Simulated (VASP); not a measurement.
# Al14Cu (rs.c) in VASP: further runs

The runs below take Al14Cu (rs.c) through relaxation of the atoms, single point, with r2SCAN.

Everything below comes from runs of VASP 6.6.1. Logs are shortened: lines on timing, memory, paths and dates and some standing lists are left out, and cuts for length are marked.

## (1) The cell of the first run

The cell holds a slab with vacuum, 15 atoms: a = 4.888 Å, b = 4.888 Å, c = 21.217 Å, α = 90.00°, β = 90.00°, γ = 120.00°.

## (2) Relaxation of the atoms, r2SCAN

POSCAR

```
Al14Cu
1.0
    4.2330229706      2.4439369546      0.0000000000
   -4.2330229706      2.4439369546      0.0000000000
    0.0000000000      0.0000000000     21.2166710154
Al Cu
14 1
Direct
    0.0000000000      0.0000000000      0.2827964856
    0.3333330000      0.6666670000      0.2827964856
    0.6666670000      0.3333330000      0.2827964856
    0.3333330000      1.0000000000      0.3913959032
    0.6666670000      0.6666670000      0.3913959032
    0.0000000000      0.3333330000      0.3913959032
    0.0000000000      0.6666670000      0.5000000000
    0.3333330000      0.3333330000      0.5000000000
    0.0000000000      0.0000000000      0.6085994176
    0.3333330000      0.6666670000      0.6085994176
    0.6666670000      0.3333330000      0.6085994176
    0.3333330000      1.0000000000      0.7172035144
    0.6666670000      0.6666670000      0.7172035144
    0.0000000000      0.3333330000      0.7172035144
    0.6666670000      1.0000000000      0.5000000000
```

INCAR.step1

```
PREC = Accurate
ENCUT = 520
ISMEAR = 1
SIGMA = 0.1
LREAL = Auto
LASPH = T
NELM = 100
LDIPOL = T
IDIPOL = 3
DIPOL = 0.5 0.5 0.500
GGA = PE
ALGO = Normal
EDIFF = 1E-4
LWAVE = T
LCHARG = F
```

INCAR.step2

```
PREC = Accurate
ENCUT = 520
EDIFF = 1E-6
ISMEAR = 1
SIGMA = 0.1
LREAL = Auto
LASPH = T
NELM = 100
ALGO = Normal
ISIF = 2
LWAVE = F
LCHARG = F
LDIPOL = T
IDIPOL = 3
DIPOL = 0.5 0.5 0.500
METAGGA = R2SCAN
LMIXTAU = T
IBRION = 2
NSW = 90
EDIFFG = -0.08
ISTART = 1
```

KPOINTS

```
Automatic mesh
0
Gamma
  6 6 1
```

Potentials or basis: VASP PAW PBE potentials, release 64 (Al, Cu).

The run is started by

```console
$ cat potpaw_PBE.64/Al/POTCAR potpaw_PBE.64/Cu/POTCAR > POTCAR
$ cp INCAR.step1 INCAR
$ mpirun -np 1 vasp_std > vasp.out
$ cp INCAR.step2 INCAR
$ mpirun -np 1 vasp_std > vasp.out
```

OUTCAR:

```text
PREC = Accurate
   ENCUT = 520
   EDIFF = 1E-6
   ISMEAR = 1
   LREAL = Auto
   LASPH = T
   NELM = 100
   ISIF = 2
   METAGGA = R2SCAN
   IBRION = 2
   NSW = 90
   EDIFFG = -0.08
   ISTART = 1

 ion  position               nearest neighbor table
   1  0.000  0.000  0.283-   4 2.82   6 2.82   5 2.82   3 2.82   2 2.82   2 2.82   3 2.82   3 2.82
                             2 2.82
   2  0.333  0.667  0.283-   4 2.82   6 2.82   5 2.82   1 2.82   3 2.82   3 2.82   1 2.82   1 2.82
                             3 2.82
   3  0.667  0.333  0.283-   6 2.82   4 2.82   5 2.82   1 2.82   2 2.82   2 2.82   1 2.82   1 2.82
                             2 2.82
   4  0.333  0.000  0.391-   1 2.82   2 2.82   3 2.82   6 2.82   5 2.82   5 2.82   6 2.82   6 2.82
                             5 2.82   8 2.82   7 2.82  15 2.82
   5  0.667  0.667  0.391-   1 2.82   2 2.82   3 2.82   6 2.82   4 2.82   4 2.82   6 2.82   4 2.82
                             6 2.82   7 2.82  15 2.82   8 2.82
   6  0.000  0.333  0.391-   1 2.82   3 2.82   2 2.82   4 2.82   5 2.82   5 2.82   4 2.82   4 2.82
                             5 2.82   8 2.82  15 2.82   7 2.82
   7  0.000  0.667  0.500-   9 2.82  10 2.82  11 2.82  15 2.82   8 2.82   8 2.82  15 2.82  15 2.82
                             8 2.82   5 2.82   4 2.82   6 2.82
   8  0.333  0.333  0.500-   9 2.82  10 2.82  11 2.82   7 2.82  15 2.82   7 2.82  15 2.82  15 2.82
                             7 2.82   6 2.82   4 2.82   5 2.82
   9  0.000  0.000  0.609-   7 2.82  15 2.82   8 2.82  11 2.82  10 2.82  10 2.82  11 2.82  11 2.82
                            10 2.82  14 2.82  12 2.82  13 2.82
  10  0.333  0.667  0.609-   7 2.82  15 2.82   8 2.82   9 2.82  11 2.82  11 2.82   9 2.82   9 2.82
                            11 2.82  12 2.82  14 2.82  13 2.82
  11  0.667  0.333  0.609-  15 2.82   7 2.82   8 2.82   9 2.82  10 2.82  10 2.82   9 2.82   9 2.82
                            10 2.82  14 2.82  12 2.82  13 2.82
  12  0.333  0.000  0.717-  14 2.82  13 2.82  13 2.82  14 2.82  14 2.82  13 2.82   9 2.82  10 2.82
                            11 2.82
  13  0.667  0.667  0.717-  12 2.82  14 2.82  12 2.82  14 2.82  12 2.82  14 2.82   9 2.82  10 2.82
                            11 2.82
  14  0.000  0.333  0.717-  12 2.82  13 2.82  13 2.82  12 2.82  12 2.82  13 2.82   9 2.82  11 2.82
                            10 2.82
  15  0.667  0.000  0.500-   9 2.82  11 2.82  10 2.82   7 2.82   8 2.82   8 2.82   7 2.82   7 2.82
                             8 2.82   5 2.82   6 2.82   4 2.82

  LATTYP: Found a hexagonal cell.
 ALAT       =     4.8878739046
 C/A-ratio  =     4.3406747861

  Lattice vectors:

 A1 = (   4.2330229706,   2.4439369546,   0.0000000000)
 A2 = (  -4.2330229706,   2.4439369546,   0.0000000000)
 A3 = (   0.0000000000,   0.0000000000,  21.2166710154)

Analysis of symmetry for initial positions (statically):
=====================================================================
 Subroutine PRICEL returns:
 Original cell was already a primitive cell.

 Routine SETGRP: Setting up the symmetry group for a
 hexagonal supercell.

 Subroutine GETGRP returns: Found 12 space group operations
 (whereof  2 operations were pure point group operations)
 out of a pool of 24 trial point group operations.

The static configuration has the point symmetry C_1h.
 The point group associated with its full space group is D_3d.

Analysis of symmetry for dynamics (positions and initial velocities):
=====================================================================
 Subroutine PRICEL returns:
 Original cell was already a primitive cell.

 Routine SETGRP: Setting up the symmetry group for a
 hexagonal supercell.

 Subroutine GETGRP returns: Found 12 space group operations
 (whereof  2 operations were pure point group operations)
 out of a pool of 24 trial point group operations.

The dynamic configuration has the point symmetry C_1h.
 The point group associated with its full space group is D_3d.

 Subroutine INISYM returns: Found 12 space group operations
 (whereof  2 operations are pure point group operations),
 and found     1 'primitive' translations

----------------------------------------------------------------------------------------

                                     Primitive cell

  volume of cell :     438.9832

  direct lattice vectors                    reciprocal lattice vectors
     4.233022971  2.443936955  0.000000000     0.118118896  0.204587929  0.000000000
    -4.233022971  2.443936955  0.000000000    -0.118118896  0.204587929  0.000000000
     0.000000000  0.000000000 21.216671015     0.000000000  0.000000000  0.047132748

  length of vectors
     4.887873905  4.887873905 21.216671015     0.236237792  0.236237792  0.047132748

[... 53 lines left out ...]
  Shift w.r.t. Gamma in fractional coordinates (k-lattice)
     0.000000000  0.000000000  0.000000000

 Subroutine IBZKPT returns following result:
 ===========================================

 Found      7 irreducible k-points:

 Following reciprocal coordinates:
            Coordinates               Weight
  0.000000  0.000000  0.000000      1.000000
  0.166667  0.000000  0.000000      6.000000
  0.333333  0.000000  0.000000      6.000000
  0.500000  0.000000  0.000000      3.000000
  0.166667  0.166667  0.000000      6.000000
  0.333333  0.166667  0.000000     12.000000
  0.333333  0.333333  0.000000      2.000000
   k-points           NKPTS =      7   k-points in BZ     NKDIM =      7   number of bands    NBANDS=     34
   number of dos      NEDOS =    301   number of ions     NIONS =     15
   total plane-waves  NPLWV = 207360
   dimension x,y,z NGX =    36 NGY =   36 NGZ =  160
   dimension x,y,z NGXF=    72 NGYF=   72 NGZF=  320
   ions per type =              14   1
   NGX,Y,Z   is equivalent  to a cutoff of  12.24, 12.24, 12.54 a.u.
   NGXF,Y,Z  is equivalent  to a cutoff of  24.49, 24.49, 25.07 a.u.
 SYSTEM =  unknown system
   PREC   = accura    normal or accurate (medium, high low for compatibility)
   ISTART =      1    job   : 0-new  1-cont  2-samecut
   ICHARG =      0    charge: 1-file 2-atom 10-const
   ISPIN  =      1    spin polarized calculation?
   LNONCOLLINEAR =      F non collinear calculations
   LSORBIT =      F    spin-orbit coupling
   LASPH  =      T    aspherical Exc in radial PAW
   ENCUT  =  520.0 eV  38.22 Ry    6.18 a.u.   9.09  9.09 39.45*2*pi/ulx,y,z
   NELM   =    100;   NELMIN=  2; NELMDL=  0     # of ELM steps
   EDIFF  = 0.1E-05   stopping-criterion for ELM
   LREAL  =      T    real-space projection
   EDIFFG = -.8E-01   stopping-criterion for IOM
   NSW    =     90    number of steps for IOM
   IBRION =      2    ionic relax: 0-MD 1-quasi-New 2-CG
   NFREE  =      1    steps in history (QN), initial steepest desc. (CG)
   ISIF   =      2    stress and relaxation
   ISYM   =      2    0-nonsym 1-usesym 2-fastsym
   POTIM  = 0.5000    time-step for ionic-motion
   TEBEG  =    0.0;   TEEND  =   0.0 temperature during run
   PSTRESS=    0.0 pullay stress
   NELECT =      53.0000    total number of electrons
   NUPDOWN=      -1.0000    fix difference up-down
   EMIN   =  10.00;   EMAX   =-10.00  energy-range for DOS
   EFERMI =   0.00;   METHOD = LEGACY
   ISMEAR =     1;   SIGMA  =   0.10  broadening in eV -4-tet -1-fermi 0-gaus
   EFERMI_NEDOS =   21; number of points for ismear=-14 and -15
   IALGO  =     38    algorithm
   IMIX   =      4    mixing-type and parameters
     AMIX     =   0.40;   BMIX     =  1.00
     AMIX_MAG =   1.60;   BMIX_MAG =  1.00
  volume/ion in A,a.u.               =      29.27       197.49
  Fermi-wavevector in a.u.,A,eV,Ry     =   0.809129  1.529031  8.907584  0.654689
  Thomas-Fermi vector in A             =   1.918062
   LORBIT       =      0    0 simple, 1 ext, 2 COOP (PROOUT), +10 PAW based schemes
   METAGGA = R2SCAN    functional components
   LHFCALC =     F    Hartree Fock is set to
   AEXX    =    0.0000 exact exchange contribution
   IVDW    =     0    specifies the selected vdW correction
   LEPSILON=     F    determine dielectric tensor
   LRPA    =     F    only Hartree local field effects (RPA)
 conjugate gradient relaxation of ions
 non-spin polarized calculation
 Methfessel and Paxton  Order N= 1 SIGMA  =   0.10
  energy-cutoff  :      520.00
  volume of cell :      438.98
 maximum number of plane-waves:     11871
   NGX = 19   NGY = 19   NGZ = 79

--------------------------------------- Ionic step        1  -------------------------------------------

 number of electron      53.0000017 magnetization

 Free energy of the ion-electron system (eV)
  ---------------------------------------------------
  ext. energy  EPLUGINS =         0.00000000
  ---------------------------------------------------
  free energy    TOTEN  =      -102.66364579 eV

  energy without entropy =     -102.65702246  energy(sigma->0) =     -102.66143801

------------------------ aborting loop because EDIFF is reached ----------------------------------------

  FORCE on cell =-STRESS in cart. coord.  units (eV):
  Direction    XX          YY          ZZ          XY          YZ          ZX
  --------------------------------------------------------------------------------------
  -------------------------------------------------------------------------------------
  Total       -8.6443883     -8.6443883      1.4790387      0.0000000      0.0000000      0.0000000
  in kB      -31.5498273    -31.5498274      5.3981167      0.0000000      0.0000000      0.0000000
  external PRESSURE =     -19.2338460 kB  Pullay stress =       0.0000000 kB
[... 85 lines left out ...]
--------------------------------------- Ionic step        3  -------------------------------------------

 number of electron      53.0000017 magnetization

 dipolmoment           0.000000      0.000000      0.000904 electrons x Angstroem

 Free energy of the ion-electron system (eV)
  ---------------------------------------------------
  ext. energy  EPLUGINS =         0.00000000
  ---------------------------------------------------
  free energy    TOTEN  =      -102.74524613 eV

  energy without entropy =     -102.74551248  energy(sigma->0) =     -102.74533491

 E-fermi :   2.6821     XC(G=0):  -6.8838

 val. band max:        2.6292852421   @ k =   0.1667   0.0000   0.0000
 cond. band min:       2.6910436868   @ k =   0.1667   0.1667   0.0000
 fundamental gap:      0.0617584447
 Fermi energy:         2.6821369130

 k-point     1 :       0.0000    0.0000    0.0000
  band No.  band energies     occupation
      1      -8.9601      2.00000
      2      -8.3385      2.00000
      3      -6.9545      2.00000
      4      -5.5133      2.00000
      5      -3.4211      2.00000
      6      -1.8181      2.00000
[... 248 lines left out ...]
     33       4.8191      0.00000
     34       4.8191      0.00000

------------------------ aborting loop because EDIFF is reached ----------------------------------------

 vacuum level on the upper side and lower side of the slab       (xc-potential included)        -0.198        -0.205

  FORCE on cell =-STRESS in cart. coord.  units (eV):
  Direction    XX          YY          ZZ          XY          YZ          ZX
  --------------------------------------------------------------------------------------
  -------------------------------------------------------------------------------------
  Total       -8.5946310     -8.5946311     -0.2667411      0.0000000     -0.0000000      0.0000000
  in kB      -31.3682260    -31.3682261     -0.9735375      0.0000000     -0.0000000      0.0000000
  external PRESSURE =     -21.2366632 kB  Pullay stress =       0.0000000 kB
[... 30 lines left out ...]
  FREE ENERGIE OF THE ION-ELECTRON SYSTEM (eV)
  ---------------------------------------------------
  free  energy   TOTEN  =      -102.7452461265 eV

  energy  without entropy=     -102.7455124778  energy(sigma->0) =     -102.74533491

 reached required accuracy - stopping structural energy minimisation

 vacuum level on the upper side and lower side of the slab         6.617         6.609
```

It took 17 min on 1 thread of Intel Xeon Platinum 8375C at 2.90GHz (Ice Lake), shared host; peak memory 0.61 GiB.

Results:

| Item | Value |
| --- | --- |
| Free energy | -102.7452 eV |
| Energy gained by relaxing | 5.4 meV/atom |
| Ionic steps | 3 |
| Largest force after relaxing | 0.021 eV/Å |

Forces in eV/Å, atoms in the order of the input:
```
Al   0.010  0.006  0.015
Al   0.000 -0.012  0.015
Al  -0.010  0.006  0.015
Al   0.016  0.009 -0.010
Al  -0.016  0.009 -0.010
Al   0.000 -0.018 -0.010
Al   0.000  0.000  0.000
Al   0.000  0.000  0.000
Al  -0.016 -0.009  0.010
Al   0.000  0.018  0.010
Al   0.016 -0.009  0.010
Al  -0.010 -0.006 -0.015
Al   0.010 -0.006 -0.015
Al   0.000  0.012 -0.015
Cu   0.000  0.000  0.000
```

Step by step:
| step | energy change (eV) | largest force (eV/Å) | pressure (GPa) |
| --- | --- | --- | --- |
| 1 | 0.0000 | 0.4117 | -1.92 |
| 2 | -0.0530 | 0.2512 | -2.01 |
| 3 | -0.0816 | 0.0206 | -2.12 |

Final structure:
```
Al Cu
1.0
     4.23302    2.44394    0.00000
    -4.23302    2.44394    0.00000
     0.00000    0.00000   21.21667
Al Cu
14 1
Direct
  0.00015 0.00000 0.28141
  0.33318 0.66652 0.28141
  0.66667 0.33348 0.28141
  0.33729 0.00000 0.39355
  0.66667 0.67062 0.39355
  0.99604 0.32938 0.39355
  0.00000 0.66667 0.50000
  0.33333 0.33333 0.50000
  0.99604 0.00000 0.60644
  0.33729 0.67062 0.60644
  0.66667 0.32938 0.60644
  0.33318 0.00000 0.71859
  0.66667 0.66652 0.71859
  0.00015 0.33348 0.71859
  0.66667 0.00000 0.50000
```

Levels at points of the mesh, in eV from the Fermi level:
| k point | band 23 | band 24 | band 25 | band 26 | band 27 | band 28 | band 29 | band 30 |
| --- | --- | --- | --- | --- | --- | --- | --- | --- |
| (0.00, 0.00, 0.00) | -2.32 | -1.19 | -1.19 | -1.17 | -0.93 | -0.93 | -0.93 | -0.55 |
| (0.50, 0.00, 0.00) | -1.72 | -1.71 | -1.06 | 0.40 | 0.71 | 0.72 | 1.07 | 2.32 |

Caveat: the PAW data sets were made with another functional, which shifts forces and pressure a little; the relaxation stopped at a loose force limit of 0.08 eV/Å, so its end isn't a converged minimum.

(Part 1 of 2 ends here.)
